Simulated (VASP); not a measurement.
A run of VASP 6.6.1 is set up as follows.

File INCAR:

```
SYSTEM = Ba
ALGO = Fast
EDIFF = 1E-6
ENCUT = 520
ISIF = 2
ISMEAR = 0
LASPH = .TRUE.
LCHARG = .TRUE.
LELF = .TRUE.
LREAL = .FALSE.
LVHAR = .TRUE.
LWAVE = .FALSE.
NBANDS = 11
NELM = 100
PREC = Accurate
SIGMA = 0.15
```

Contents of KPOINTS:

```
k-points
0
G
  14 14 14
  0 0 0
```

POSCAR

```
Ba
1.0
   -2.5937500000      2.4062500000      2.5000000000
    2.5937500000     -2.4062500000      2.5000000000
    2.5937500000      2.4062500000     -2.5000000000
Ba
1
Direct
    0.0000000000      0.0000000000      0.0000000000
```

Potentials or basis: VASP PAW LDA potentials, release 64 (Ba_sv).

The run is started by

```bash
$ cat potpaw_LDA.64/Ba_sv/POTCAR > POTCAR
$ mpirun -np 1 vasp_std > vasp.out
```

(1) Predict the pressure.

(2) Estimate the band gap on the k mesh.

## Answers

(1) -1.2 GPa.

(2) zero (band 5 reaches 1.90 eV, above the bottom of band 6 at 0.96 eV).

Caveat: the cell differs from its parent crystal (strain +0.0375 x Voigt [1, -1, 0, 0, 0, 0]); spin-orbit coupling is left out, which moves the levels of the heavy elements.
